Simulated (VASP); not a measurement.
Crystal: MoSe.

```
CELL_PARAMETERS angstrom
0.00000 2.84052 2.84052
2.84052 0.00000 2.84052
2.84052 2.84052 0.00000
ATOMIC_POSITIONS crystal
Mo 0.00000 0.00000 0.00000
Se 0.25000 0.25000 0.25000
```

Base run:

| Property | Result |
| --- | --- |
| Program | VASP 6.6.1 |
| Functional | PBE |
| Potentials or basis | VASP PAW PBE potentials, release 64 (Mo_sv, Se) |
| Cutoff | 520 eV |
| k mesh | 10 × 10 × 10 |
| Occupations | gaussian, width 0.05 eV |
| Spin | collinear spin, ferromagnetic start |
| Starting moments | [0.5, 0.0] μB |

Its results: pressure -1.5 GPa; net moment 0.33 μB per cell; site moments Mo +0.31; Se -0.01 μB.

Question: The run is repeated on the same cell with these changes: occupations from gaussian, width 0.05 eV to tetrahedron; moments at the start from [0.5, 0.0] to [3.0, 0.0]. What comes out?

Answer: Pressure 0.1 GPa; net moment 1.16 μB per cell; site moments Mo +1.03; Se -0.01 μB.
